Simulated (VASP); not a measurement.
A run of VASP 6.6.1 is set up as follows.

Contents of INCAR:

```
  METAGGA = R2SCAN
  ISMEAR = 0
  SIGMA = 0.03
  LWAVE = F
  LCHARG = F
  ISIF = 2
  PREC = Accurate
  LASPH = T
  LREAL = F
  ALGO = Normal
  EDIFF = 1E-7
  NELM = 120
  GGA_COMPAT = F
  ENCUT = 640
  EFERMI = MIDGAP
  LMIXTAU = T
  KPAR = 2
  NBANDS = 54
  ADDGRID = F
```

The input KPOINTS:

```
Automatic mesh
0
Gamma
  11 11 3
  0 0 0
```

File POSCAR:

```
Te2Mo
1.0
    3.5182000000      0.0000000000      0.0000000000
   -1.7591000000      3.0468505756      0.0000000000
    0.0000000000      0.0000000000     14.1133360000
Te Mo
4 2
Direct
    0.6666666700      0.3333333300      0.3790000000
    0.3333333300      0.6666666700      0.8790000000
    0.6666666700      0.3333333300      0.1210000000
    0.3333333300      0.6666666700      0.6210000000
    0.6666666700      0.3333333300      0.7500000000
    0.3333333300      0.6666666700      0.2528625400
```

Potentials or basis: VASP PAW PBE potentials, release 64 (Te, Mo_sv).

The run is started by

```console
$ cat potpaw_PBE.64/Te/POTCAR potpaw_PBE.64/Mo_sv/POTCAR > POTCAR
$ mpirun -np 2 vasp_std > vasp.out
```

**Question.** What does it give for the band gap on the k mesh?

**Answer.** 0.86 eV (least direct gap 1.24 eV).

**Question.** Estimate the largest force.

**Answer.** 0.844 eV/Å.

Stress tensor (GPa, compression positive):
```
 1.83  0.00  0.00
 0.00  1.83  0.00
 0.00  0.00 -0.16
```

Caveat: the cell differs from its parent crystal (last atom moved by 0.04 Å along z, cell strained by +1.0% along z); the PAW data sets were made with another functional, which shifts forces and pressure a little; spin-orbit coupling is left out, which moves the levels of the heavy elements; an odd mesh through Γ misses points on the zone boundary, where band edges can lie.
